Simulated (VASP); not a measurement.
Wanted: the native input for a VASP 6.6.1 run.

```
Task                   : single point
Functional             : PBEsol
Potentials or basis    : VASP PAW PBE potentials, release 64 (Sn_d, Ge_d, As)
Cutoff                 : 520 eV
k mesh                 : 6 × 6 × 4
Occupations            : fermi-dirac, width 0.03 eV
Spin                   : no spin polarisation
Dipole correction      : no
Further INCAR settings : ALGO = Normal; EDIFF = 1e-06; NBANDS = 40
```

The structure of Sn2GeAs4 lies in POSCAR:

```
Sn2GeAs4
1.0
    6.9833532605     -1.9304847156      0.1910079429
    6.9833532605      1.9304847156      0.1910079429
   -2.8197264286      0.0000000000      5.9869876561
Sn Ge As
2 1 4
Direct
    0.3023685525      0.3023685525      0.2767279129
    0.6976314475      0.6976314475      0.7232720871
    0.0000000000      0.0000000000      0.0000000000
    0.0707456190      0.0707456190      0.4441388580
    0.9292543810      0.9292543810      0.5558611420
    0.3603031434      0.3603031434     -0.0630161001
    0.6396968566      0.6396968566      1.0630161001
```

One way to write it, as run:

INCAR

```
PREC = Accurate
ENCUT = 520
EDIFF = 1E-6
ISMEAR = -1
SIGMA = 0.03
LREAL = False
LASPH = True
NELM = 100
ALGO = Normal
ISIF = 2
LWAVE = False
LCHARG = False
GGA = PS
NBANDS = 40
```

KPOINTS

```
regular mesh
0
Gamma
  6 6 4
```

Potentials or basis: VASP PAW PBE potentials, release 64 (Sn_d, Ge_d, As).

Launch:

```bash
$ cat potpaw_PBE.64/Sn_d/POTCAR potpaw_PBE.64/Ge_d/POTCAR potpaw_PBE.64/As/POTCAR > POTCAR
$ mpirun -np 1 vasp_std > vasp.out
```

It gave:

```json
{"Pressure": "0.1 GPa", "Largest force": "0.064 eV/Å", "Band gap on the k mesh": "zero (bands 31 and 32 overlap by 1.18 eV)"}
```

Caveat: the PAW data sets were made with another functional, which shifts forces and pressure a little; spin-orbit coupling is left out, which moves the levels of the heavy elements.

Run time: 10 min on 1 thread of Intel Xeon 8259CL, on a shared host, peak memory 0.56 GiB.
